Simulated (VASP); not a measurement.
# Ir (R-3m) in VASP: further runs

Runs on Ir. Level: PBEsol. Tasks: single point.

Program: VASP 6.6.1. These are calculated values, not measurements. Logs are shortened: lines on timing, memory, paths and dates and some standing lists are left out, and cuts for length are marked.

## Step 1: The cell of the first run

It takes space group R-3m (No. 166, trigonal). The conventional cell has a = 2.742 Å, b = 2.742 Å, c = 6.517 Å, α = 90.00°, β = 90.00°, γ = 120.00°. Ir (site symmetry -3m) has 12 Ir at 2.69 to 2.74 Å within 3.5 Å.

## Step 2: Single point, PBEsol (equal xy, yz and zx shear strains of -2 %)

Contents of INCAR:

```
SYSTEM = Ir
PREC = Accurate ; ENCUT = 520
EDIFF = 1E-6 ; ISMEAR = -1
SIGMA = 0.05 ; LREAL = .False.
LASPH = .True. ; NELM = 60
ALGO = Normal ; ISIF = 2
LWAVE = .False. ; LCHARG = .True.
GGA = PS ; LELF = .True.
LVHAR = .True. ; NBANDS = 10
```

Contents of KPOINTS:

```
regular mesh
0
Gamma
  18 18 18
  0 0 0
```

Contents of POSCAR:

```
Ir
1.0
   -0.0383940000      1.9005030000      1.9005030000
    1.9005030000     -0.0383940000      1.9005030000
    1.9005030000      1.9005030000     -0.0383940000
Ir
1
Direct
    0.0000000000      0.0000000000      0.0000000000
```

Potentials or basis: VASP PAW PBE potentials, release 64 (Ir).

Command:

```
$ cat potpaw_PBE.64/Ir/POTCAR > POTCAR
$ mpirun -np 1 vasp_std > vasp.out
```

OUTCAR:

```text
SYSTEM = Ir
   PREC = Accurate
   ENCUT = 520
   EDIFF = 1E-6
   ISMEAR = -1
   LREAL = .False.
   LASPH = .True.
   NELM = 60
   ISIF = 2
   GGA = PS

 ion  position               nearest neighbor table
   1  0.000  0.000  0.000-

  LATTYP: Found a trigonal (rhomboedric) cell.
 ALAT       =     2.6879913328
 COS(alpha) =     0.4797000918

  Lattice vectors:

 A1 = (  -0.0383940000,   1.9005030000,   1.9005030000)
 A2 = (   1.9005030000,  -0.0383940000,   1.9005030000)
 A3 = (   1.9005030000,   1.9005030000,  -0.0383940000)

Analysis of symmetry for initial positions (statically):
=====================================================================
 Subroutine PRICEL returns:
 Original cell was already a primitive cell.

 Routine SETGRP: Setting up the symmetry group for a
 trigonal (rhombohedral) supercell.

 Subroutine GETGRP returns: Found 12 space group operations
 (whereof 12 operations were pure point group operations)
 out of a pool of 12 trial point group operations.

The static configuration has the point symmetry D_3d.

Analysis of symmetry for dynamics (positions and initial velocities):
=====================================================================
 Subroutine PRICEL returns:
 Original cell was already a primitive cell.

 Routine SETGRP: Setting up the symmetry group for a
 trigonal (rhombohedral) supercell.

 Subroutine GETGRP returns: Found 12 space group operations
 (whereof 12 operations were pure point group operations)
 out of a pool of 12 trial point group operations.

The dynamic configuration has the point symmetry D_3d.

 Subroutine INISYM returns: Found 12 space group operations
 (whereof 12 operations are pure point group operations),
 and found     1 'primitive' translations

----------------------------------------------------------------------------------------

                                     Primitive cell

  volume of cell :      14.1449

  direct lattice vectors                    reciprocal lattice vectors
    -0.038394000  1.900503000  1.900503000    -0.255247163  0.260509991  0.260509991
     1.900503000 -0.038394000  1.900503000     0.260509991 -0.255247163  0.260509991
     1.900503000  1.900503000 -0.038394000     0.260509991  0.260509991 -0.255247163

  length of vectors
     2.687991333  2.687991333  2.687991333     0.448198645  0.448198645  0.448198645

  position of ions in fractional coordinates (direct lattice)
     0.000000000  0.000000000  0.000000000
[... 79 lines left out ...]
   NSW    =      0    number of steps for IOM
   IBRION =     -1    ionic relax: 0-MD 1-quasi-New 2-CG
   NFREE  =      0    steps in history (QN), initial steepest desc. (CG)
   ISIF   =      2    stress and relaxation
   ISYM   =      2    0-nonsym 1-usesym 2-fastsym
   POTIM  = 0.5000    time-step for ionic-motion
   TEBEG  =    0.0;   TEEND  =   0.0 temperature during run
   PSTRESS=    0.0 pullay stress
   NELECT =       9.0000    total number of electrons
   NUPDOWN=      -1.0000    fix difference up-down
   EMIN   =  10.00;   EMAX   =-10.00  energy-range for DOS
   EFERMI =   0.00;   METHOD = LEGACY
   ISMEAR =    -1;   SIGMA  =   0.05  broadening in eV -4-tet -1-fermi 0-gaus
   EFERMI_NEDOS =   21; number of points for ismear=-14 and -15
   IALGO  =     38    algorithm
   IMIX   =      4    mixing-type and parameters
     AMIX     =   0.40;   BMIX     =  1.00
     AMIX_MAG =   1.60;   BMIX_MAG =  1.00
  volume/ion in A,a.u.               =      14.14        95.45
  Fermi-wavevector in a.u.,A,eV,Ry     =   1.408065  2.660857 26.975550  1.982647
  Thomas-Fermi vector in A             =   2.530261
   LORBIT       =      0    0 simple, 1 ext, 2 COOP (PROOUT), +10 PAW based schemes
   GGA     = PS    functional components
   LHFCALC =     F    Hartree Fock is set to
   AEXX    =    0.0000 exact exchange contribution
   IVDW    =     0    specifies the selected vdW correction
   LEPSILON=     F    determine dielectric tensor
   LRPA    =     F    only Hartree local field effects (RPA)
 non-spin polarized calculation
  energy-cutoff  :      520.00
  volume of cell :       14.14
 maximum number of plane-waves:       392
   NGX =  9   NGY =  9   NGZ =  9

 number of electron       8.9999999 magnetization

 Free energy of the ion-electron system (eV)
  ---------------------------------------------------
  ext. energy  EPLUGINS =         0.00000000
  ---------------------------------------------------
  free energy    TOTEN  =        -9.81026291 eV

  energy without entropy =       -9.80236493  energy(sigma->0) =       -9.80631392

 E-fermi :  10.2759     XC(G=0): -14.1015

 val. band max:       10.2747583745   @ k =  -0.3333   0.1667   0.0556
 cond. band min:      10.2771602673   @ k =  -0.2222   0.1111   0.0556
 fundamental gap:      0.0024018928
 Fermi energy:        10.2759497593

 k-point     1 :       0.0000    0.0000    0.0000
  band No.  band energies     occupation
      1      -0.9432      2.00000
      2       6.1717      2.00000
      3       6.1717      2.00000
      4       6.6624      2.00000
      5       9.0800      2.00000
      6       9.0800      2.00000
      7      24.5558      0.00000
      8      29.8280      0.00000
      9      29.8280      0.00000
     10      30.8209      0.00000
[... 287 lines left out ...]
 k-point    24 :      -0.2222    0.0556   -0.0000
  band No.  band energies     occupation
      1       1.2326      2.00000
      2       5.6214      2.00000
      3       6.5571      2.00000
      4       7.1307      2.00000
      5       8.8561      2.00000
      6       9.6599      1.99999
      7      24.2692      0.00000
      8      27.0561      0.00000
      9      32.2428      0.00000
     10      33.3884      0.00000

 [... further k-points ...]

------------------------ aborting loop because EDIFF is reached ----------------------------------------

  FORCE on cell =-STRESS in cart. coord.  units (eV):
  Direction    XX          YY          ZZ          XY          YZ          ZX
  --------------------------------------------------------------------------------------
  -------------------------------------------------------------------------------------
  Total       -0.1017729     -0.1017729     -0.1017729      0.4788976      0.4788976      0.4788976
  in kB      -11.5277251    -11.5277251    -11.5277251     54.2443240     54.2443240     54.2443240
  external PRESSURE =     -11.5277251 kB  Pullay stress =       0.0000000 kB

 VOLUME and BASIS-vectors are now :
 -----------------------------------------------------------------------------
  energy-cutoff  :      520.00
  volume of cell :       14.14
      direct lattice vectors                 reciprocal lattice vectors
    -0.038394000  1.900503000  1.900503000    -0.255247163  0.260509991  0.260509991
     1.900503000 -0.038394000  1.900503000     0.260509991 -0.255247163  0.260509991
     1.900503000  1.900503000 -0.038394000     0.260509991  0.260509991 -0.255247163

 POSITION                                       TOTAL-FORCE (eV/Angst)
 -----------------------------------------------------------------------------------
      0.00000      0.00000      0.00000        -0.000000     -0.000000      0.000000
 -----------------------------------------------------------------------------------
    total drift:                                0.000000     -0.000000      0.000000

  FREE ENERGIE OF THE ION-ELECTRON SYSTEM (eV)
  ---------------------------------------------------
  free  energy   TOTEN  =        -9.8102629122 eV

  energy  without entropy=       -9.8023649318  energy(sigma->0) =       -9.80631392
```

OSZICAR:

```text
N       E                     dE             d eps       ncg     rms          rms(c)
DAV:   1     0.470175393149E+02    0.47018E+02   -0.43939E+03 11698   0.821E+02
DAV:   2    -0.954975623927E+01   -0.56567E+02   -0.53763E+02 11902   0.197E+02
DAV:   3    -0.104341670859E+02   -0.88441E+00   -0.88137E+00 13602   0.299E+01
DAV:   4    -0.104420663906E+02   -0.78993E-02   -0.78978E-02 13092   0.262E+00
DAV:   5    -0.104422234959E+02   -0.15711E-03   -0.15710E-03 13250   0.353E-01    0.158E+01
DAV:   6    -0.991148493434E+01    0.53074E+00   -0.94556E-01 13004   0.118E+01    0.623E+00
DAV:   7    -0.981737096569E+01    0.94114E-01   -0.27780E-01 13732   0.581E+00    0.148E+00
DAV:   8    -0.981458264405E+01    0.27883E-02   -0.19886E-03 12416   0.453E-01    0.112E+00
DAV:   9    -0.981026601262E+01    0.43166E-02   -0.22176E-03 12840   0.678E-01    0.271E-02
DAV:  10    -0.981026105159E+01    0.49610E-05   -0.12216E-05 16690   0.352E-02    0.139E-02
DAV:  11    -0.981026288496E+01   -0.18334E-05   -0.10423E-06 10732   0.642E-03    0.116E-03
DAV:  12    -0.981026291217E+01   -0.27209E-07   -0.24354E-08  6168   0.172E-03
   1 F= -.98102629E+01 E0= -.98063139E+01  d E =-.789798E-02
```

stdout:

```text
POSCAR found type information on POSCAR Ir
 POSCAR found :  1 types and       1 ions
 scaLAPACK will be used
 -----------------------------------------------------------------------------
|                                                                             |
|                                                                             |
|     You enforced a specific xc type in the INCAR file but a different       |
|     I HOPE YOU KNOW WHAT YOU ARE DOING!                                     |
|                                                                             |
 -----------------------------------------------------------------------------

 LDA part: xc-table for (Slater+PW92), standard interpolation
 POSCAR, INCAR and KPOINTS ok, starting setup
 FFT: planning ... GRIDC
 FFT: planning ... GRID_SOFT
 FFT: planning ... GRID
 WAVECAR not read
 entering main loop
```

Run time: 77 s. Hardware: 1 thread of Intel Xeon 8259CL, shared host; peak memory 0.2 GiB.

Results:

* Free energy: -9.8103 eV
* Pressure: -1.2 GPa
* Band gap on the k mesh: zero (an odd number of electrons rules out a gap without spin polarisation)

Caveat: the cell differs from its parent crystal (equal xy, yz and zx shear strains of -2 %); the PAW data sets were made with another functional, which shifts forces and pressure a little; spin-orbit coupling is left out, which moves the levels of the heavy elements.

## Step 3: Single point, PBEsol (equal xy, yz and zx shear strains of -1 %)

Contents of INCAR:

```
SYSTEM = Ir
  PREC = Accurate
  ENCUT = 520
  EDIFF = 1E-7
  ISMEAR = -1
  SIGMA = 0.05
  LREAL = .False.
  LASPH = .True.
  NELM = 80
  ALGO = Normal
  ISIF = 2
  LWAVE = .False.
  LCHARG = .True.
  GGA = PS
  LELF = .True.
  LVHAR = .True.
  NBANDS = 10
```

Contents of KPOINTS:

```
Automatic mesh
0
Gamma
  18 18 18
  0 0 0
```

Contents of POSCAR:

```
Ir
1.0
   -0.0191970000      1.9101015000      1.9101015000
    1.9101015000     -0.0191970000      1.9101015000
    1.9101015000      1.9101015000     -0.0191970000
Ir
1
Direct
    0.0000000000      0.0000000000      0.0000000000
```

Potentials or basis: VASP PAW PBE potentials, release 64 (Ir).

Command:

```
$ cat potpaw_PBE.64/Ir/POTCAR > POTCAR
$ mpirun -np 1 vasp_std > vasp.out
```

It took 69 s on 1 thread of Intel Xeon 8259CL, shared host; peak memory 0.2 GiB.

Results (log left out):

| Quantity | Value |
| --- | --- |
| Free energy | -9.8211 eV |
| Pressure | -1.6 GPa |
| Band gap on the k mesh | zero (an odd number of electrons rules out a gap without spin polarisation) |

Stress tensor (GPa, compression positive):
```
-1.60  2.71  2.71
 2.71 -1.60  2.71
 2.71  2.71 -1.60
```

Levels at points of the mesh, in eV from the Fermi level:
```csv
k point,band 1,band 2,band 3,band 4,band 5,band 6,band 7,band 8
"(0.00, 0.00, 0.00)",-11.22,-4.02,-4.02,-3.78,-1.21,-1.21,14.28,19.70
"(0.50, 0.00, 0.00)",-8.19,-4.16,-3.88,-0.90,0.78,0.94,7.12,13.86
"(0.50, 0.50, 0.00)",-7.97,-7.40,0.84,1.44,1.46,1.62,10.43,11.44
"(0.50, 0.50, 0.50)",-8.14,-4.07,-4.07,-0.70,0.92,0.92,7.43,13.69
```

Caveat: the cell differs from its parent crystal (equal xy, yz and zx shear strains of -1 %); the PAW data sets were made with another functional, which shifts forces and pressure a little; spin-orbit coupling is left out, which moves the levels of the heavy elements.
